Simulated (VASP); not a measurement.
# Cd2Se (Fm-3m) in VASP: notebook

Runs on Cd2Se. Level: PBE. Tasks: single point, relaxation of cell and atoms.

Program: VASP 6.6.1. These are calculated values, not measurements. Logs are shortened: lines on timing, memory, paths and dates and some standing lists are left out, and cuts for length are marked.

## (1) The cell of the first run

The structure is cubic, space group Fm-3m (No. 225). The conventional cell has a = 6.917 Å, b = 6.917 Å, c = 6.917 Å, α = 90.00°, β = 90.00°, γ = 90.00°. Within 3.9 Å of Cd (site symmetry -43m) lie 4 Se at 3.00 Å and 6 Cd at 3.46 Å. Within 3.9 Å of Se (site symmetry m-3m) lie 8 Cd at 3.00 Å.

## (2) Single point, PBE

File INCAR:

```
SYSTEM = Cd2Se
  PREC = Accurate
  ENCUT = 520
  EDIFF = 1E-6
  ISMEAR = 0
  SIGMA = 0.1
  LREAL = .FALSE.
  LASPH = .TRUE.
  NELM = 100
  ALGO = Normal
  ISIF = 2
  LWAVE = .FALSE.
  LCHARG = .TRUE.
  GGA = PE
  LELF = .TRUE.
  LVHAR = .TRUE.
  NBANDS = 22
```

File KPOINTS:

```
regular mesh
0
G
  12 12 12
  0 0 0
```

File POSCAR:

```
Cd2Se
1.0
    0.0000000000      3.4585798555      3.4585798555
    3.4585798555      0.0000000000      3.4585798555
    3.4585798555      3.4585798555      0.0000000000
Cd Se
2 1
Direct
    0.2500000000      0.2500000000      0.2500000000
    0.7500000000      0.7500000000      0.7500000000
    0.5000000000      0.5000000000      0.5000000000
```

Potentials or basis: VASP PAW PBE potentials, release 64 (Cd, Se).

Started as:

```sh
> cat potpaw_PBE.64/Cd/POTCAR potpaw_PBE.64/Se/POTCAR > POTCAR
> mpirun -np 1 vasp_std > vasp.out
```

OUTCAR:

```text
SYSTEM = Cd2Se
   PREC = Accurate
   ENCUT = 520
   EDIFF = 1E-6
   ISMEAR = 0
   LREAL = .FALSE.
   LASPH = .TRUE.
   NELM = 100
   ISIF = 2
   GGA = PE

 ion  position               nearest neighbor table
   1  0.250  0.250  0.250-   3 3.00   3 3.00   3 3.00   3 3.00   2 3.46   2 3.46   2 3.46   2 3.46
                             2 3.46   2 3.46
   2  0.750  0.750  0.750-   3 3.00   3 3.00   3 3.00   3 3.00   1 3.46   1 3.46   1 3.46   1 3.46
                             1 3.46   1 3.46
   3  0.500  0.500  0.500-   1 3.00   1 3.00   1 3.00   1 3.00   2 3.00   2 3.00   2 3.00   2 3.00

  LATTYP: Found a face centered cubic cell.
 ALAT       =     6.9171597110

  Lattice vectors:

 A1 = (   0.0000000000,   3.4585798555,   3.4585798555)
 A2 = (   3.4585798555,   0.0000000000,   3.4585798555)
 A3 = (   3.4585798555,   3.4585798555,   0.0000000000)

Analysis of symmetry for initial positions (statically):
=====================================================================
 Subroutine PRICEL returns:
 Original cell was already a primitive cell.

 Routine SETGRP: Setting up the symmetry group for a
 face centered cubic supercell.

 Subroutine GETGRP returns: Found 48 space group operations
 (whereof 48 operations were pure point group operations)
 out of a pool of 48 trial point group operations.

The static configuration has the point symmetry O_h .

Analysis of symmetry for dynamics (positions and initial velocities):
=====================================================================
 Subroutine PRICEL returns:
 Original cell was already a primitive cell.

 Routine SETGRP: Setting up the symmetry group for a
 face centered cubic supercell.

 Subroutine GETGRP returns: Found 48 space group operations
 (whereof 48 operations were pure point group operations)
 out of a pool of 48 trial point group operations.

The dynamic configuration has the point symmetry O_h .

 Subroutine INISYM returns: Found 48 space group operations
 (whereof 48 operations are pure point group operations),
 and found     1 'primitive' translations

----------------------------------------------------------------------------------------

                                     Primitive cell

  volume of cell :      82.7415

  direct lattice vectors                    reciprocal lattice vectors
[... 81 lines left out ...]
   ISTART =      0    job   : 0-new  1-cont  2-samecut
   ICHARG =      2    charge: 1-file 2-atom 10-const
   ISPIN  =      1    spin polarized calculation?
   LNONCOLLINEAR =      F non collinear calculations
   LSORBIT =      F    spin-orbit coupling
   LASPH  =      T    aspherical Exc in radial PAW
   ENCUT  =  520.0 eV  38.22 Ry    6.18 a.u.   9.09  9.09  9.09*2*pi/ulx,y,z
   NELM   =    100;   NELMIN=  2; NELMDL= -5     # of ELM steps
   EDIFF  = 0.1E-05   stopping-criterion for ELM
   LREAL  =      F    real-space projection
   EDIFFG = 0.1E-04   stopping-criterion for IOM
   NSW    =      0    number of steps for IOM
   IBRION =     -1    ionic relax: 0-MD 1-quasi-New 2-CG
   NFREE  =      0    steps in history (QN), initial steepest desc. (CG)
   ISIF   =      2    stress and relaxation
   ISYM   =      2    0-nonsym 1-usesym 2-fastsym
   POTIM  = 0.5000    time-step for ionic-motion
   TEBEG  =    0.0;   TEEND  =   0.0 temperature during run
   PSTRESS=    0.0 pullay stress
   NELECT =      30.0000    total number of electrons
   NUPDOWN=      -1.0000    fix difference up-down
   EMIN   =  10.00;   EMAX   =-10.00  energy-range for DOS
   EFERMI =   0.00;   METHOD = LEGACY
   ISMEAR =     0;   SIGMA  =   0.10  broadening in eV -4-tet -1-fermi 0-gaus
   EFERMI_NEDOS =   21; number of points for ismear=-14 and -15
   IALGO  =     38    algorithm
   IMIX   =      4    mixing-type and parameters
     AMIX     =   0.40;   BMIX     =  1.00
     AMIX_MAG =   1.60;   BMIX_MAG =  1.00
  volume/ion in A,a.u.               =      27.58       186.12
  Fermi-wavevector in a.u.,A,eV,Ry     =   1.167367  2.206004 18.541284  1.362746
  Thomas-Fermi vector in A             =   2.303868
   LORBIT       =      0    0 simple, 1 ext, 2 COOP (PROOUT), +10 PAW based schemes
   GGA     = PE    functional components
   LHFCALC =     F    Hartree Fock is set to
   AEXX    =    0.0000 exact exchange contribution
   IVDW    =     0    specifies the selected vdW correction
   LEPSILON=     F    determine dielectric tensor
   LRPA    =     F    only Hartree local field effects (RPA)
 non-spin polarized calculation
 Gauss-broadening in eV      SIGMA  =   0.10
  energy-cutoff  :      520.00
  volume of cell :       82.74
 maximum number of plane-waves:      2252
   NGX = 19   NGY = 19   NGZ = 19

 number of electron      30.0000017 magnetization

 Free energy of the ion-electron system (eV)
  ---------------------------------------------------
  ext. energy  EPLUGINS =         0.00000000
  ---------------------------------------------------
  free energy    TOTEN  =        -5.14311890 eV

  energy without entropy =       -5.13695082  energy(sigma->0) =       -5.14003486

 E-fermi :   2.2561     XC(G=0):  -9.3517

 val. band max:        2.2561071480   @ k =   0.4167   0.3333   0.0000
 cond. band min:       2.2837699816   @ k =  -0.4167   0.4167   0.1667
 fundamental gap:      0.0276628336
 Fermi energy:         2.2561090523

 k-point     1 :       0.0000    0.0000    0.0000
  band No.  band energies     occupation
      1     -11.4970      2.00000
      2      -6.8441      2.00000
      3      -6.8441      2.00000
      4      -6.8441      2.00000
      5      -6.8214      2.00000
      6      -6.8214      2.00000
[... 589 lines left out ...]
     21       8.0605      0.00000
     22      10.2184      0.00000

 [... further k-points ...]
[... 5 lines left out ...]
  --------------------------------------------------------------------------------------
  -------------------------------------------------------------------------------------
  Total        0.1029597      0.1029597      0.1029597     -0.0000000      0.0000000     -0.0000000
  in kB        1.9936762      1.9936762      1.9936762     -0.0000000      0.0000000     -0.0000000
  external PRESSURE =       1.9936762 kB  Pullay stress =       0.0000000 kB

 VOLUME and BASIS-vectors are now :
 -----------------------------------------------------------------------------
  energy-cutoff  :      520.00
  volume of cell :       82.74
      direct lattice vectors                 reciprocal lattice vectors
     0.000000000  3.458579856  3.458579856    -0.144568008  0.144568008  0.144568008
     3.458579856  0.000000000  3.458579856     0.144568008 -0.144568008  0.144568008
     3.458579856  3.458579856  0.000000000     0.144568008  0.144568008 -0.144568008

 POSITION                                       TOTAL-FORCE (eV/Angst)
 -----------------------------------------------------------------------------------
      1.72929      1.72929      1.72929        -0.000000     -0.000000     -0.000000
      5.18787      5.18787      5.18787         0.000000      0.000000      0.000000
      3.45858      3.45858      3.45858        -0.000000     -0.000000      0.000000
 -----------------------------------------------------------------------------------
    total drift:                                0.000000      0.000000      0.000000

  FREE ENERGIE OF THE ION-ELECTRON SYSTEM (eV)
  ---------------------------------------------------
  free  energy   TOTEN  =        -5.1431188968 eV

  energy  without entropy=       -5.1369508171  energy(sigma->0) =       -5.14003486
```

OSZICAR:

```text
N       E                     dE             d eps       ncg     rms          rms(c)
DAV:   1     0.202201808814E+03    0.20220E+03   -0.14698E+04  3168   0.126E+03
DAV:   2     0.309474564462E+01   -0.19911E+03   -0.19023E+03  3528   0.319E+02
DAV:   3    -0.543555349212E+01   -0.85303E+01   -0.84623E+01  3738   0.671E+01
DAV:   4    -0.548872970530E+01   -0.53176E-01   -0.53160E-01  3426   0.477E+00
DAV:   5    -0.548901803019E+01   -0.28832E-03   -0.28832E-03  3792   0.329E-01    0.567E+00
DAV:   6    -0.514686154325E+01    0.34216E+00   -0.84079E-01  3804   0.697E+00    0.409E+00
DAV:   7    -0.514415638778E+01    0.27052E-02   -0.13581E-01  3456   0.183E+00    0.182E+00
DAV:   8    -0.514320227840E+01    0.95411E-03   -0.10568E-02  3552   0.956E-01    0.246E-01
DAV:   9    -0.514302489001E+01    0.17739E-03   -0.21700E-03  3606   0.379E-01    0.514E-02
DAV:  10    -0.514309577266E+01   -0.70883E-04   -0.18678E-04  3474   0.107E-01    0.333E-02
DAV:  11    -0.514311843686E+01   -0.22664E-04   -0.40102E-05  3588   0.351E-02    0.863E-03
DAV:  12    -0.514311889683E+01   -0.45998E-06   -0.39526E-06  3570   0.104E-02
   1 F= -.51431189E+01 E0= -.51400349E+01  d E =-.616808E-02
```

Wall time 36 s (1 thread of Intel Xeon 6975P-C (Granite Rapids), shared host); peak memory 0.28 GiB.

Results:

- Free energy: -5.1431 eV
- Pressure: 0.2 GPa
- Band gap on the k mesh: zero (band 15 reaches 3.17 eV, above the bottom of band 16 at 1.73 eV)

## (3) Relaxation of cell and atoms, PBE

This run uses another cell than the first one, of 27.31 Å³/atom, 0.990 times its volume.

File INCAR:

```
ALGO     = Normal         # electronic algorithm
EDIFF    = 1E-6           # SCF threshold, eV
EDIFFG   = -0.01          # ionic threshold
ENCUT    = 600            # plane-wave cutoff, eV
GGA      = PE             # functional
IBRION   = 2              # ionic algorithm
ISIF     = 3              # what is computed and relaxed
ISMEAR   = 0              # smearing method
LASPH    = T              # aspherical terms in the spheres
LCHARG   = F              # write CHGCAR
LREAL    = F              # projectors in reciprocal space
LWAVE    = F              # write WAVECAR
NELM     = 100            # most SCF steps
NSW      = 100            # ionic steps
PREC     = Accurate       # precision mode
SIGMA    = 0.1            # smearing width, eV
```

File KPOINTS:

```
k-points
0
Gamma
  12 12 12
```

File POSCAR:

```
Cd2Se
1.0
    0.0000000000      3.4473984078      3.4473984078
    3.4473984078      0.0000000000      3.4473984078
    3.4473984078      3.4473984078      0.0000000000
Cd Se
2 1
Direct
    0.2500000000      0.2500000000      0.2500000000
    0.7500000000      0.7500000000      0.7500000000
    0.5000000000      0.5000000000      0.5000000000
```

Potentials or basis: VASP PAW PBE potentials, release 64 (Cd, Se).

Started as:

```sh
> cat potpaw_PBE.64/Cd/POTCAR potpaw_PBE.64/Se/POTCAR > POTCAR
> mpirun -np 1 vasp_std > vasp.out
```

Wall time 91 s (1 thread of Intel Xeon 6975P-C (Granite Rapids), shared host); peak memory 0.33 GiB.

Results (log left out):

```
Free energy                            : -5.1423 eV
Relaxed volume                         : 27.70 Å³/atom
Relaxed cell                           : a = 4.898 Å, b = 4.898 Å, c = 4.898 Å, α = 60.00°, β = 60.00°, γ = 60.00°
Space group after relaxing (to 0.05 Å) : Fm-3m (No. 225)
Energy gained by relaxing              : 0.6 meV/atom
Ionic steps                            : 3
Pressure after relaxing                : 0.0 GPa
Band gap on the k mesh                 : zero (band 15 reaches 3.13 eV, above the bottom of band 16 at 1.70 eV)
```

Step by step:
| step | energy change (eV) | largest force (eV/Å) | pressure (GPa) | volume (Å³) |
| --- | --- | --- | --- | --- |
| 1 | 0.0000 | 0.0000 | 0.49 | 81.94 |
| 2 | -0.0017 | 0.0000 | 0.06 | 82.94 |
| 3 | -0.0017 | 0.0000 | 0.00 | 83.10 |

Final structure:
```
Cd Se
1.0
     0.00000    3.46359    3.46359
     3.46359    0.00000    3.46359
     3.46359    3.46359    0.00000
Cd Se
2 1
Direct
  0.25000 0.25000 0.25000
  0.75000 0.75000 0.75000
  0.50000 0.50000 0.50000
```

Levels at points of the mesh, in eV from the Fermi level:
| k point | band 11 | band 12 | band 13 | band 14 | band 15 | band 16 | band 17 | band 18 | band 19 |
| --- | --- | --- | --- | --- | --- | --- | --- | --- | --- |
| (0.00, 0.00, 0.00) | -8.38 | -3.72 | -2.36 | -2.36 | -2.36 | 1.82 | 1.82 | 1.82 | 1.99 |
| (0.50, 0.00, 0.00) | -8.53 | -5.91 | -2.86 | -2.86 | -2.38 | 2.31 | 2.61 | 2.61 | 4.10 |
| (0.50, 0.50, 0.00) | -8.39 | -5.56 | -3.78 | -3.78 | -1.23 | -0.04 | 2.42 | 4.81 | 4.81 |
